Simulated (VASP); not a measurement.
# W in VASP: a series of runs

Runs on W. Level: PBE. Tasks: single point.

Everything below comes from runs of VASP 6.6.1. Logs are shortened: lines on timing, memory, paths and dates and some standing lists are left out, and cuts for length are marked.

## (1) The cell of the first run

Symmetry: Im-3m, No. 229, cubic system. The conventional cell has a = 3.450 Å, b = 3.450 Å, c = 3.450 Å, α = 90.00°, β = 90.00°, γ = 90.00°. W (site symmetry m-3m) has 14 W at 2.99 to 3.45 Å within 3.9 Å.

## (2) Single point, PBE (strain +0.080 along x and y, +0.080 along z)

File INCAR:

```
ALGO = Normal
EDIFF = 1E-6
ENCUT = 520
GGA = PE
ISIF = 2
ISMEAR = 0
LASPH = True
LCHARG = False
LREAL = False
LWAVE = False
NBANDS = 13
NELM = 100
PREC = Accurate
SIGMA = 0.15
```

File KPOINTS:

```
k-points
0
Gamma
  20 20 20
```

File POSCAR:

```
W
1.0
   -1.7250840000      1.7250840000      1.7250840000
    1.7250840000     -1.7250840000      1.7250840000
    1.7250840000      1.7250840000     -1.7250840000
W
1
Direct
    0.0000000000      0.0000000000      0.0000000000
```

Potentials or basis: VASP PAW PBE potentials, release 64 (W_sv).

Run with:

```sh
$ cat potpaw_PBE.64/W_sv/POTCAR > POTCAR
$ mpirun -np 1 vasp_std > vasp.out
```

OUTCAR:

```text
EDIFF = 1E-6
   ENCUT = 520
   GGA = PE
   ISIF = 2
   ISMEAR = 0
   LASPH = True
   LREAL = False
   NELM = 100
   PREC = Accurate

 ion  position               nearest neighbor table
   1  0.000  0.000  0.000-

  LATTYP: Found a body centered cubic cell.
 ALAT       =     3.4501680000

  Lattice vectors:

 A1 = (  -1.7250840000,   1.7250840000,   1.7250840000)
 A2 = (   1.7250840000,  -1.7250840000,   1.7250840000)
 A3 = (   1.7250840000,   1.7250840000,  -1.7250840000)

Analysis of symmetry for initial positions (statically):
=====================================================================
 Subroutine PRICEL returns:
 Original cell was already a primitive cell.

 Routine SETGRP: Setting up the symmetry group for a
 body centered cubic supercell.

 Subroutine GETGRP returns: Found 48 space group operations
 (whereof 48 operations were pure point group operations)
 out of a pool of 48 trial point group operations.

The static configuration has the point symmetry O_h .

Analysis of symmetry for dynamics (positions and initial velocities):
=====================================================================
 Subroutine PRICEL returns:
 Original cell was already a primitive cell.

 Routine SETGRP: Setting up the symmetry group for a
 body centered cubic supercell.

 Subroutine GETGRP returns: Found 48 space group operations
 (whereof 48 operations were pure point group operations)
 out of a pool of 48 trial point group operations.

The dynamic configuration has the point symmetry O_h .

 Subroutine INISYM returns: Found 48 space group operations
 (whereof 48 operations are pure point group operations),
 and found     1 'primitive' translations

----------------------------------------------------------------------------------------

                                     Primitive cell

  volume of cell :      20.5348

  direct lattice vectors                    reciprocal lattice vectors
    -1.725084000  1.725084000  1.725084000     0.000000000  0.289840958  0.289840958
     1.725084000 -1.725084000  1.725084000     0.289840958  0.000000000  0.289840958
     1.725084000  1.725084000 -1.725084000     0.289840958  0.289840958  0.000000000

  length of vectors
     2.987933135  2.987933135  2.987933135     0.409897014  0.409897014  0.409897014

  position of ions in fractional coordinates (direct lattice)
     0.000000000  0.000000000  0.000000000

  ion indices of the primitive-cell ions
   primitive index   ion index
                 1           1

----------------------------------------------------------------------------------------

 KPOINTS: k-points

Automatic generation of k-mesh.
 Grid dimensions read from file:
 generate k-points for:   20   20   20

 Generating k-lattice:

  Cartesian coordinates                     Fractional coordinates (reciprocal lattice)
     0.000000000  0.014492048  0.014492048     0.050000000  0.000000000  0.000000000
     0.014492048  0.000000000  0.014492048     0.000000000  0.050000000  0.000000000
     0.014492048  0.014492048  0.000000000     0.000000000  0.000000000  0.050000000

  Length of vectors
     0.020494851  0.020494851  0.020494851

  Shift w.r.t. Gamma in fractional coordinates (k-lattice)
     0.000000000  0.000000000  0.000000000

 Subroutine IBZKPT returns following result:
 ===========================================

 Found    256 irreducible k-points:

 Following reciprocal coordinates:
            Coordinates               Weight
  0.000000  0.000000  0.000000      1.000000
  0.050000  0.000000  0.000000     12.000000
  0.100000  0.000000  0.000000     12.000000
  0.150000  0.000000  0.000000     12.000000
  0.200000  0.000000  0.000000     12.000000
  0.250000  0.000000  0.000000     12.000000
[... 16 lines left out ...]
  0.200000  0.100000  0.000000     48.000000
  0.250000  0.100000  0.000000     48.000000
 [... further k-points ...]
   k-points           NKPTS =    256   k-points in BZ     NKDIM =    256   number of bands    NBANDS=     13
   number of dos      NEDOS =    301   number of ions     NIONS =      1
   total plane-waves  NPLWV =  13824
   dimension x,y,z NGX =    24 NGY =   24 NGZ =   24
   dimension x,y,z NGXF=    48 NGYF=   48 NGZF=   48
   ions per type =               1
   NGX,Y,Z   is equivalent  to a cutoff of  13.35, 13.35, 13.35 a.u.
   NGXF,Y,Z  is equivalent  to a cutoff of  26.71, 26.71, 26.71 a.u.
 SYSTEM =  unknown system
   PREC   = accura    normal or accurate (medium, high low for compatibility)
   ISTART =      0    job   : 0-new  1-cont  2-samecut
   ICHARG =      2    charge: 1-file 2-atom 10-const
   ISPIN  =      1    spin polarized calculation?
   LNONCOLLINEAR =      F non collinear calculations
   LSORBIT =      F    spin-orbit coupling
   LASPH  =      T    aspherical Exc in radial PAW
   ENCUT  =  520.0 eV  38.22 Ry    6.18 a.u.   5.56  5.56  5.56*2*pi/ulx,y,z
   NELM   =    100;   NELMIN=  2; NELMDL= -5     # of ELM steps
   EDIFF  = 0.1E-05   stopping-criterion for ELM
   LREAL  =      F    real-space projection
   EDIFFG = 0.1E-04   stopping-criterion for IOM
   NSW    =      0    number of steps for IOM
   IBRION =     -1    ionic relax: 0-MD 1-quasi-New 2-CG
   NFREE  =      0    steps in history (QN), initial steepest desc. (CG)
   ISIF   =      2    stress and relaxation
   ISYM   =      2    0-nonsym 1-usesym 2-fastsym
   POTIM  = 0.5000    time-step for ionic-motion
   TEBEG  =    0.0;   TEEND  =   0.0 temperature during run
   PSTRESS=    0.0 pullay stress
   NELECT =      14.0000    total number of electrons
   NUPDOWN=      -1.0000    fix difference up-down
   EMIN   =  10.00;   EMAX   =-10.00  energy-range for DOS
   EFERMI =   0.00;   METHOD = LEGACY
   ISMEAR =     0;   SIGMA  =   0.15  broadening in eV -4-tet -1-fermi 0-gaus
   EFERMI_NEDOS =   21; number of points for ismear=-14 and -15
   IALGO  =     38    algorithm
   IMIX   =      4    mixing-type and parameters
     AMIX     =   0.40;   BMIX     =  1.00
     AMIX_MAG =   1.60;   BMIX_MAG =  1.00
  volume/ion in A,a.u.               =      20.53       138.58
  Fermi-wavevector in a.u.,A,eV,Ry     =   1.440856  2.722823 28.246595  2.076066
  Thomas-Fermi vector in A             =   2.559553
   LORBIT       =      0    0 simple, 1 ext, 2 COOP (PROOUT), +10 PAW based schemes
   GGA     = PE    functional components
   LHFCALC =     F    Hartree Fock is set to
   AEXX    =    0.0000 exact exchange contribution
   IVDW    =     0    specifies the selected vdW correction
   LEPSILON=     F    determine dielectric tensor
   LRPA    =     F    only Hartree local field effects (RPA)
 non-spin polarized calculation
 Gauss-broadening in eV      SIGMA  =   0.15
  energy-cutoff  :      520.00
  volume of cell :       20.53
 maximum number of plane-waves:       586
 NGX is ok and might be reduce to    24
   NGX = 11   NGY = 11   NGZ = 11

 number of electron      14.0000003 magnetization

 Free energy of the ion-electron system (eV)
  ---------------------------------------------------
  ext. energy  EPLUGINS =         0.00000000
  ---------------------------------------------------
  free energy    TOTEN  =       -12.22620490 eV

  energy without entropy =      -12.22162730  energy(sigma->0) =      -12.22391610

 E-fermi :   8.0497     XC(G=0): -12.2341

 val. band max:        7.9761315279   @ k =   0.4500   0.0500   0.0000
 cond. band min:       8.0521822174   @ k =  -0.1500   0.1500   0.1500
 fundamental gap:      0.0760506895
 Fermi energy:         8.0497447571

 k-point     1 :       0.0000    0.0000    0.0000
  band No.  band energies     occupation
      1     -66.5330      2.00000
      2     -30.3395      2.00000
      3     -30.3395      2.00000
      4     -30.3395      2.00000
      5      -0.1184      2.00000
      6       7.1587      2.00000
      7       7.1587      2.00000
      8       7.1587      2.00000
      9       9.7019      0.00000
     10       9.7019      0.00000
     11      21.9075      0.00000
     12      21.9075      0.00000
     13      21.9075      0.00000

 k-point     2 :       0.0500    0.0000    0.0000
  band No.  band energies     occupation
      1     -66.5320      2.00000
      2     -30.3529      2.00000
      3     -30.3440      2.00000
      4     -30.3395      2.00000
      5      -0.0280      2.00000
      6       7.1096      2.00000
      7       7.1492      2.00000
      8       7.2411      2.00000
      9       9.6298      0.00000
     10       9.7039      0.00000
     11      21.9724      0.00000
     12      22.0592      0.00000
     13      22.0712      0.00000

 k-point     3 :       0.1000    0.0000    0.0000
  band No.  band energies     occupation
      1     -66.5292      2.00000
      2     -30.3915      2.00000
      3     -30.3570      2.00000
      4     -30.3394      2.00000
      5       0.2380      2.00000
      6       6.9707      2.00000
      7       7.1091      2.00000
      8       7.4862      2.00000
      9       9.4569      0.00000
     10       9.7122      0.00000
     11      22.1253      0.00000
     12      22.4742      0.00000
     13      22.5041      0.00000

 k-point     4 :       0.1500    0.0000    0.0000
  band No.  band energies     occupation
      1     -66.5248      2.00000
      2     -30.4512      2.00000
      3     -30.3771      2.00000
      4     -30.3393      2.00000
      5       0.6624      2.00000
      6       6.7642      2.00000
      7       7.0120      2.00000
      8       7.8871      1.87479
      9       9.2857      0.00000
     10       9.7325      0.00000
     11      22.2187      0.00000
     12      22.8034      0.00000
     13      23.2148      0.00000

 k-point     5 :       0.2000    0.0000    0.0000
  band No.  band energies     occupation
      1     -66.5191      2.00000
      2     -30.5257      2.00000
      3     -30.4024      2.00000
      4     -30.3391      2.00000
      5       1.2123      2.00000
      6       6.5189      2.00000
      7       6.8542      2.00000
      8       8.4313      0.00032
      9       9.2076      0.00000
     10       9.7714      0.00000
     11      22.0108      0.00000
     12      22.4677      0.00000
     13      24.1521      0.00000

 k-point     6 :       0.2500    0.0000    0.0000
  band No.  band energies     occupation
      1     -66.5129      2.00000
      2     -30.6073      2.00000
      3     -30.4303      2.00000
      4     -30.3389      2.00000
      5       1.8307      2.00000
      6       6.2637      2.00000
      7       6.6984      2.00000
      8       9.0987      0.00000
      9       9.2440      0.00000
     10       9.8329      0.00000
     11      21.2929      0.00000
     12      21.4241      0.00000
     13      25.2694      0.00000

 k-point     7 :       0.3000    0.0000    0.0000
  band No.  band energies     occupation
      1     -66.5066      2.00000
      2     -30.6879      2.00000
      3     -30.4580      2.00000
      4     -30.3388      2.00000
      5       2.4258      2.00000
      6       6.0237      2.00000
      7       6.6663      2.00000
      8       9.3560      0.00000
      9       9.8571      0.00000
     10       9.9157      0.00000
     11      19.7645      0.00000
     12      20.6607      0.00000
     13      25.6934      0.00000
[... 193 lines left out ...]
 k-point    20 :       0.4500    0.0500    0.0000
  band No.  band energies     occupation
      1     -66.4927      2.00000
      2     -30.8574      2.00000
      3     -30.5217      2.00000
      4     -30.3439      2.00000
      5       3.3296      2.00000
      6       5.5540      2.00000
      7       7.9761      1.51234
      8       9.4967      0.00000
      9      10.2686      0.00000
     10      12.2426      0.00000
     11      15.5387      0.00000
     12      18.9478      0.00000
     13      21.6216      0.00000

 k-point    21 :       0.1000    0.1000    0.0000
  band No.  band energies     occupation
      1     -66.5222      2.00000
      2     -30.4843      2.00000
      3     -30.3759      2.00000
      4     -30.3520      2.00000
      5       0.9102      2.00000
      6       6.7341      2.00000
      7       6.8289      2.00000
      8       8.1764      0.23258
      9       9.1400      0.00000
     10       9.8173      0.00000
     11      22.5006      0.00000
     12      22.8073      0.00000
     13      23.2502      0.00000

 k-point    22 :       0.1500    0.1000    0.0000
  band No.  band energies     occupation
      1     -66.5169      2.00000
      2     -30.5514      2.00000
      3     -30.3997      2.00000
      4     -30.3556      2.00000
      5       1.4502      2.00000
      6       6.5154      2.00000
      7       6.6475      2.00000
      8       8.7445      0.00000
      9       9.0438      0.00000
     10       9.9019      0.00000
     11      22.1446      0.00000
     12      22.4844      0.00000
     13      23.8016      0.00000

 k-point    23 :       0.2000    0.1000    0.0000
  band No.  band energies     occupation
      1     -66.5110      2.00000
      2     -30.6235      2.00000
      3     -30.4301      2.00000
      4     -30.3569      2.00000
      5       2.0647      2.00000
      6       6.2670      2.00000
      7       6.4895      2.00000
      8       9.0533      0.00000
      9       9.4430      0.00000
     10       9.9858      0.00000
     11      20.9655      0.00000
     12      21.8884      0.00000
     13      24.5545      0.00000

 k-point    24 :       0.2500    0.1000    0.0000
  band No.  band energies     occupation
      1     -66.5050      2.00000
      2     -30.6941      2.00000
      3     -30.4617      2.00000
      4     -30.3575      2.00000
      5       2.6665      2.00000
      6       6.0339      2.00000
      7       6.4346      2.00000
      8       9.1702      0.00000
      9      10.0478      0.00000
     10      10.2345      0.00000
     11      19.5172      0.00000
     12      21.0467      0.00000
     13      24.0448      0.00000

 [... further k-points ...]
[... 5 lines left out ...]
  --------------------------------------------------------------------------------------
  -------------------------------------------------------------------------------------
  Total       -5.5642567     -5.5642567     -5.5642567     -0.0000000     -0.0000000      0.0000000
  in kB     -434.1372069   -434.1372069   -434.1372069     -0.0000000     -0.0000000      0.0000000
  external PRESSURE =    -434.1372069 kB  Pullay stress =       0.0000000 kB

 VOLUME and BASIS-vectors are now :
 -----------------------------------------------------------------------------
  energy-cutoff  :      520.00
  volume of cell :       20.53
      direct lattice vectors                 reciprocal lattice vectors
    -1.725084000  1.725084000  1.725084000     0.000000000  0.289840958  0.289840958
     1.725084000 -1.725084000  1.725084000     0.289840958  0.000000000  0.289840958
     1.725084000  1.725084000 -1.725084000     0.289840958  0.289840958  0.000000000

 POSITION                                       TOTAL-FORCE (eV/Angst)
 -----------------------------------------------------------------------------------
      0.00000      0.00000      0.00000         0.000000      0.000000      0.000000
 -----------------------------------------------------------------------------------
    total drift:                               -0.000000      0.000000      0.000000

  FREE ENERGIE OF THE ION-ELECTRON SYSTEM (eV)
  ---------------------------------------------------
  free  energy   TOTEN  =       -12.2262048956 eV

  energy  without entropy=      -12.2216273039  energy(sigma->0) =      -12.22391610
```

Wall time 30 s (1 thread of AMD EPYC 9R45 (Zen 5), shared host); peak memory 0.16 GiB.

What came out:

* Free energy: -12.2262 eV
* Pressure: -43.4 GPa
* Band gap on the k mesh: zero (band 7 reaches 11.56 eV, above the bottom of band 8 at 7.16 eV)

Levels at points of the mesh, in eV from the Fermi level:
```csv
k point,band 5,band 6,band 7,band 8,band 9,band 10
"(0.00, 0.00, 0.00)",-8.17,-0.89,-0.89,-0.89,1.65,1.65
"(0.50, 0.00, 0.00)",-4.78,-2.52,0.16,1.45,2.15,4.14
"(0.50, 0.50, 0.50)",-4.05,-4.05,3.51,3.51,3.51,6.51
```

Caveat: the cell differs from its parent crystal (strain +0.080 along x and y, +0.080 along z); spin-orbit coupling is left out, which moves the levels of the heavy elements.

(Part 1 of 2 ends here.)
